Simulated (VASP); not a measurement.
Crystal: Sr.

```xyz
1
Lattice="0.0000 3.0119 3.0423 3.0119 0.0000 3.0423 3.0119 3.0119 0.0000" Properties=species:S:1:pos:R:3 pbc="T T T"
Sr    0.0000    0.0000    0.0000
```

This cell differs from its parent crystal: x and y stretched by -1 %, z held.

Base run:

```yaml
Program: VASP 6.6.1
Functional: PBE
Potentials_or_basis: VASP PAW PBE potentials, release 64 (Sr_sv)
Cutoff: 520 eV
k_mesh: 10 × 10 × 10
Occupations: fermi-dirac, width 0.08 eV
Spin: no spin polarisation
```

Its results: band gap on the k mesh zero (bands 5 and 6 overlap by 0.05 eV); pressure 0.0 GPa.

Question: The run is repeated on the same cell with these changes: functional from PBE to revPBE; further incar settings from ALGO = Normal; EDIFF = 1e-08; NBANDS = 11 to ALGO = Normal; EDIFF = 1e-06; NBANDS = 11. What comes out?

Answer: Band gap on the k mesh zero (bands 5 and 6 overlap by 0.03 eV); pressure 0.5 GPa.

Caveats: the PAW data sets were made with another functional, which shifts forces and pressure a little (at least some runs).
